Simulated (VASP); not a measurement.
# BeTe (F-43m) in VASP: single point with PBE

Aim: the single point of BeTe with PBE.

Everything below comes from runs of VASP 6.6.1. Logs are shortened: lines on timing, memory, paths and dates and some standing lists are left out, and cuts for length are marked.

## Step 1: The cell of the first run

It takes space group F-43m (No. 216, cubic). The conventional cell has a = 5.535 Å, b = 5.535 Å, c = 5.535 Å, α = 90.00°, β = 90.00°, γ = 90.00°. Be (site symmetry -43m) has 4 Te at 2.40 Å within 3.2 Å. Te (site symmetry -43m) has 4 Be at 2.40 Å within 3.2 Å.

## Step 2: Single point, PBE

Contents of INCAR:

```
PREC = Accurate
ENCUT = 600
EDIFF = 1E-6
ISMEAR = -1
SIGMA = 0.1
LREAL = False
LASPH = True
NELM = 120
ALGO = Normal
ISIF = 2
LWAVE = False
LCHARG = True
GGA = PE
LELF = True
LVHAR = True
NBANDS = 11
GGA_COMPAT = False
```

Contents of KPOINTS:

```
regular mesh
0
Gamma
  8 8 8
```

Contents of POSCAR:

```
BeTe
1.0
    0.0000000000      2.7674580000      2.7674580000
    2.7674580000      0.0000000000      2.7674580000
    2.7674580000      2.7674580000      0.0000000000
Be Te
1 1
Direct
    0.0000000000      0.0000000000      0.0000000000
    0.2500000000      0.2500000000      0.2500000000
```

Potentials or basis: VASP PAW PBE potentials, release 64 (Be, Te).

Started as:

```
$ cat potpaw_PBE.64/Be/POTCAR potpaw_PBE.64/Te/POTCAR > POTCAR
$ mpirun -np 1 vasp_std > vasp.out
```

OUTCAR:

```text
PREC = Accurate
   ENCUT = 600
   EDIFF = 1E-6
   ISMEAR = -1
   LREAL = False
   LASPH = True
   NELM = 120
   ISIF = 2
   GGA = PE

 ion  position               nearest neighbor table
   1  0.000  0.000  0.000-   2 2.40   2 2.40   2 2.40   2 2.40
   2  0.250  0.250  0.250-   1 2.40   1 2.40   1 2.40   1 2.40

  LATTYP: Found a face centered cubic cell.
 ALAT       =     5.5349160000

  Lattice vectors:

 A1 = (   0.0000000000,   2.7674580000,   2.7674580000)
 A2 = (   2.7674580000,   0.0000000000,   2.7674580000)
 A3 = (   2.7674580000,   2.7674580000,   0.0000000000)

Analysis of symmetry for initial positions (statically):
=====================================================================
 Subroutine PRICEL returns:
 Original cell was already a primitive cell.

 Routine SETGRP: Setting up the symmetry group for a
 face centered cubic supercell.

 Subroutine GETGRP returns: Found 24 space group operations
 (whereof 24 operations were pure point group operations)
 out of a pool of 48 trial point group operations.

The static configuration has the point symmetry T_d .

Analysis of symmetry for dynamics (positions and initial velocities):
=====================================================================
 Subroutine PRICEL returns:
 Original cell was already a primitive cell.

 Routine SETGRP: Setting up the symmetry group for a
 face centered cubic supercell.

 Subroutine GETGRP returns: Found 24 space group operations
 (whereof 24 operations were pure point group operations)
 out of a pool of 48 trial point group operations.

The dynamic configuration has the point symmetry T_d .

 Subroutine INISYM returns: Found 24 space group operations
 (whereof 24 operations are pure point group operations),
 and found     1 'primitive' translations

----------------------------------------------------------------------------------------

                                     Primitive cell

  volume of cell :      42.3909

  direct lattice vectors                    reciprocal lattice vectors
     0.000000000  2.767458000  2.767458000    -0.180671215  0.180671215  0.180671215
     2.767458000  0.000000000  2.767458000     0.180671215 -0.180671215  0.180671215
     2.767458000  2.767458000  0.000000000     0.180671215  0.180671215 -0.180671215

  length of vectors
     3.913776637  3.913776637  3.913776637     0.312931724  0.312931724  0.312931724
[... 80 lines left out ...]
   NELM   =    120;   NELMIN=  2; NELMDL= -5     # of ELM steps
   EDIFF  = 0.1E-05   stopping-criterion for ELM
   LREAL  =      F    real-space projection
   EDIFFG = 0.1E-04   stopping-criterion for IOM
   NSW    =      0    number of steps for IOM
   IBRION =     -1    ionic relax: 0-MD 1-quasi-New 2-CG
   NFREE  =      0    steps in history (QN), initial steepest desc. (CG)
   ISIF   =      2    stress and relaxation
   ISYM   =      2    0-nonsym 1-usesym 2-fastsym
   POTIM  = 0.5000    time-step for ionic-motion
   TEBEG  =    0.0;   TEEND  =   0.0 temperature during run
   PSTRESS=    0.0 pullay stress
   NELECT =       8.0000    total number of electrons
   NUPDOWN=      -1.0000    fix difference up-down
   EMIN   =  10.00;   EMAX   =-10.00  energy-range for DOS
   EFERMI =   0.00;   METHOD = LEGACY
   ISMEAR =    -1;   SIGMA  =   0.10  broadening in eV -4-tet -1-fermi 0-gaus
   EFERMI_NEDOS =   21; number of points for ismear=-14 and -15
   IALGO  =     38    algorithm
   IMIX   =      4    mixing-type and parameters
     AMIX     =   0.40;   BMIX     =  1.00
     AMIX_MAG =   1.60;   BMIX_MAG =  1.00
  volume/ion in A,a.u.               =      21.20       143.03
  Fermi-wavevector in a.u.,A,eV,Ry     =   0.939032  1.774513 11.997364  0.881781
  Thomas-Fermi vector in A             =   2.066304
   LORBIT       =      0    0 simple, 1 ext, 2 COOP (PROOUT), +10 PAW based schemes
   GGA     = PE    functional components
   LHFCALC =     F    Hartree Fock is set to
   AEXX    =    0.0000 exact exchange contribution
   IVDW    =     0    specifies the selected vdW correction
   LEPSILON=     F    determine dielectric tensor
   LRPA    =     F    only Hartree local field effects (RPA)
 non-spin polarized calculation
  energy-cutoff  :      600.00
  volume of cell :       42.39
 maximum number of plane-waves:      1428
   NGX = 15   NGY = 15   NGZ = 15

 number of electron       8.0000000 magnetization

 Free energy of the ion-electron system (eV)
  ---------------------------------------------------
  ext. energy  EPLUGINS =         0.00000000
  ---------------------------------------------------
  free energy    TOTEN  =        -7.58149441 eV

  energy without entropy =       -7.58149038  energy(sigma->0) =       -7.58149240

 E-fermi :   6.6227     XC(G=0):  -9.2681

 val. band max:        5.6970606343   @ k =   0.0000   0.0000   0.0000
 cond. band min:       7.5370258436   @ k =   0.5000   0.5000   0.0000
 fundamental gap:      1.8399652094
 Fermi energy:         6.6227441874

 k-point     1 :       0.0000    0.0000    0.0000
  band No.  band energies     occupation
      1      -6.9574      2.00000
      2       5.6971      1.99981
      3       5.6971      1.99981
      4       5.6971      1.99981
      5       9.2584      0.00000
      6       9.2584      0.00000
      7       9.2584      0.00000
      8       9.9092      0.00000
      9      14.0872      0.00000
     10      16.0500      0.00000
     11      16.0500      0.00000
[... 309 lines left out ...]
 k-point    24 :      -0.3750    0.2500    0.1250
  band No.  band energies     occupation
      1      -5.2113      2.00000
      2       0.2631      2.00000
      3       2.6088      2.00000
      4       3.6340      2.00000
      5       9.8807      0.00000
      6      10.1443      0.00000
      7      12.5284      0.00000
      8      13.6197      0.00000
      9      14.2989      0.00000
     10      17.4127      0.00000
     11      17.8030      0.00000

 [... further k-points ...]
[... 5 lines left out ...]
  --------------------------------------------------------------------------------------
  -------------------------------------------------------------------------------------
  Total        1.2322837      1.2322837      1.2322837      0.0000000      0.0000000      0.0000000
  in kB       46.5744959     46.5744959     46.5744959      0.0000000      0.0000000      0.0000000
  external PRESSURE =      46.5744959 kB  Pullay stress =       0.0000000 kB

 VOLUME and BASIS-vectors are now :
 -----------------------------------------------------------------------------
  energy-cutoff  :      600.00
  volume of cell :       42.39
      direct lattice vectors                 reciprocal lattice vectors
     0.000000000  2.767458000  2.767458000    -0.180671215  0.180671215  0.180671215
     2.767458000  0.000000000  2.767458000     0.180671215 -0.180671215  0.180671215
     2.767458000  2.767458000  0.000000000     0.180671215  0.180671215 -0.180671215

 POSITION                                       TOTAL-FORCE (eV/Angst)
 -----------------------------------------------------------------------------------
      0.00000      0.00000      0.00000        -0.000000     -0.000000     -0.000000
      1.38373      1.38373      1.38373         0.000000      0.000000      0.000000
 -----------------------------------------------------------------------------------
    total drift:                                0.000000      0.000000      0.000000

  FREE ENERGIE OF THE ION-ELECTRON SYSTEM (eV)
  ---------------------------------------------------
  free  energy   TOTEN  =        -7.5814944139 eV

  energy  without entropy=       -7.5814903821  energy(sigma->0) =       -7.58149240
```

Wall time 10 s (1 thread of Intel Xeon 6975P-C, shared host); peak memory 0.18 GiB.

Results:

* Free energy: -7.5815 eV
* Pressure: 4.7 GPa
* Band gap on the k mesh: 1.84 eV, indirect (least direct gap 3.56 eV)

Caveat: spin-orbit coupling is left out, which moves the levels of the heavy elements. A k mesh can miss the band edges.
